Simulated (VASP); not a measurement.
A run of VASP 6.6.1:

INCAR

```
PREC = Accurate
ENCUT = 520
EDIFF = 1E-7
ISMEAR = 0
SIGMA = 0.01
LREAL = False
LASPH = True
NELM = 100
ALGO = Normal
ISIF = 2
LWAVE = False
LCHARG = False
GGA = PS
NBANDS = 31
```

KPOINTS

```
regular mesh
0
Gamma
  4 4 6
```

Contents of POSCAR:

```
HfO2
1.0
    4.7152671219      0.0000000000      0.0000000000
    0.0000000000      4.7152671219      0.0000000000
    0.0000000000      0.0000000000      3.1399849046
Hf O
2 4
Direct
    0.0000000000      0.0000000000      0.0000000000
    0.5000000000      0.5000000000      0.5000000000
    0.1949600000      0.8050400000      0.5000000000
    0.3050400000      0.3050400000      0.0000000000
    0.6949600000      0.6949600000      0.0000000000
    0.8050400000      0.1949600000      0.5000000000
```

Potentials or basis: VASP PAW PBE potentials, release 64 (Hf_pv, O).

Launch:

```bash
$ cat potpaw_PBE.64/Hf_pv/POTCAR potpaw_PBE.64/O/POTCAR > POTCAR
$ mpirun -np 1 vasp_std > vasp.out
```

Hardware: 1 thread of AMD EPYC 9R45 96-Core Processor (Zen 5), on a shared host.

Task: How long does it take, and how much memory?

Result: Wall time 25 s on 1 thread of AMD EPYC 9R45 96-Core Processor (Zen 5) (shared host), peak memory 0.17 GiB. Counts: scf iterations 14, k points 24.
